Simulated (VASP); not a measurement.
Ga4AsN3, 8 atoms in the cell. The structure is tetragonal, space group I-42m (No. 121). Conventional cell: a = 4.819 Å, b = 4.819 Å, c = 9.438 Å, α = 90.00°, β = 90.00°, γ = 90.00°. N (site symmetry -4) has 4 Ga at 2.02 Å within 2.7 Å. N (site symmetry -42m) has 4 Ga at 1.97 Å within 2.6 Å. Ga (site symmetry m) has 3 N at 1.97 to 2.02 Å and 1 As at 2.31 Å within 2.6 Å. Within 3.1 Å of As (site symmetry -42m) lie 4 Ga at 2.31 Å. 

```yaml
Program: VASP 6.6.1
Task: single point
Functional: PBE
Potentials_or_basis: VASP PAW PBE potentials, release 64 (N, Ga_d, As_d)
Cutoff: 700 eV
k_mesh: 8 × 8 × 8
Occupations: fermi-dirac, width 0.02 eV
Spin: no spin polarisation
Dipole_correction: no
Further_INCAR_settings: ALGO = Normal; EDIFF = 1e-06; NBANDS = 51
```

Potentials or basis: VASP PAW PBE potentials, release 64 (N, Ga_d, As_d).

The run is started by

```sh
$ cat potpaw_PBE.64/N/POTCAR potpaw_PBE.64/Ga_d/POTCAR potpaw_PBE.64/As_d/POTCAR > POTCAR
$ mpirun -np 1 vasp_std > vasp.out
```

Hardware: 1 thread of AMD EPYC 7R13 Processor (Zen 3), on a shared host.

Q: How long does it take, and how much memory?

A: Wall time 12 min on 1 thread of AMD EPYC 7R13 Processor (Zen 3) (shared host), peak memory 0.6 GiB. Counts: scf iterations 16, k points 59.
